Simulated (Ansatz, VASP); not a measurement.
One calculation of Te, two programs

POSCAR

```
Te
1.0
    4.6324895870      0.0000000000      0.0000000000
   -2.3162447935      4.0118536651      0.0000000000
    0.0000000000      0.0000000000      5.8869033494
Te
3
Direct
    0.2535874851      0.0000000000      0.3333333333
    1.0000000000      0.2535874851      0.6666666667
    0.7464125149      0.7464125149      0.0000000000
```

The input INCAR.step1:

```
SYSTEM = Te
  ALGO = Normal
  EDIFF = 1E-5
  ENCUT = 550
  GGA = PE
  GGA_COMPAT = .False.
  ISMEAR = -1
  LASPH = .True.
  LCHARG = .False.
  LREAL = .False.
  LWAVE = .True.
  NBANDS = 16
  NELM = 120
  PREC = Accurate
  SIGMA = 0.3
```

File INCAR.step2:

```
SYSTEM = Te
  ALGO = Normal
  EDIFF = 1E-6
  ENCUT = 550
  GGA_COMPAT = .False.
  ISIF = 2
  ISMEAR = -1
  ISTART = 1
  LASPH = .True.
  LCHARG = .True.
  LELF = .True.
  LMIXTAU = .True.
  LREAL = .False.
  LVHAR = .True.
  LWAVE = .False.
  METAGGA = R2SCAN
  NBANDS = 16
  NELM = 120
  PREC = Accurate
  SIGMA = 0.3
```

Contents of KPOINTS:

```
k-points
0
Gamma
  8 8 6
  0 0 0
```

Input for Ansatz:

```yaml
crystal:
  lattice:
    - [4.632489587, 0.0, 0.0]
    - [-2.3162447935, 4.0118536651, 0.0]
    - [0.0, 0.0, 5.8869033494]
  atoms:
    - { symbol: Te, position: [0.2535874851, 0.0, 0.3333333333] }
    - { symbol: Te, position: [1.0, 0.2535874851, 0.6666666667] }
    - { symbol: Te, position: [0.7464125149, 0.7464125149, 0.0] }
hamiltonian:
  xc: r2scan
  pseudopotentials:
    kind: paw
    azcp:
      Te: "pseudopotentials/Te.paw.azcp"
basis:
  ecutwfc: 500
  fft_grid_basis: typed
kpoints:
  mp_grid: { grid: [8, 8, 6], shift: [0, 0, 0] }
magnetization:
  spin_polarized: false
scf:
  occupations: { method: fermi_dirac, width: 0.3 }
  lower_state_search: "off"
output:
  stress: true
```

Alike in both runs: task single point; functional r2SCAN; k mesh 8 × 8 × 6; occupations fermi-dirac, width 0.3 eV; no spin polarisation.

```csv
,VASP,Ansatz
version,VASP 6.6.1,Ansatz 0.2.0
potentials or method,"VASP PAW PBE potentials, release 64 (Te), cutoff 550 eV","plane waves (500 eV) with PAW, scalar-relativistic"
valence electrons in the cell,18,48
```

|  | VASP | Ansatz | Ansatz less VASP |
| --- | --- | --- | --- |
| pressure (GPa) | 0.2 | 0.2 | -0.04 |
| traceless stress, the component that is largest in VASP (GPa) | 0.24 | 0.20 | -0.037 |

VASP's potentials were made for PBE, not for r2SCAN. VASP's potentials hold 18 valence electrons a cell and Ansatz's 48, so a difference there can come from the potentials and not from the codes.

Spin-orbit coupling is off throughout.
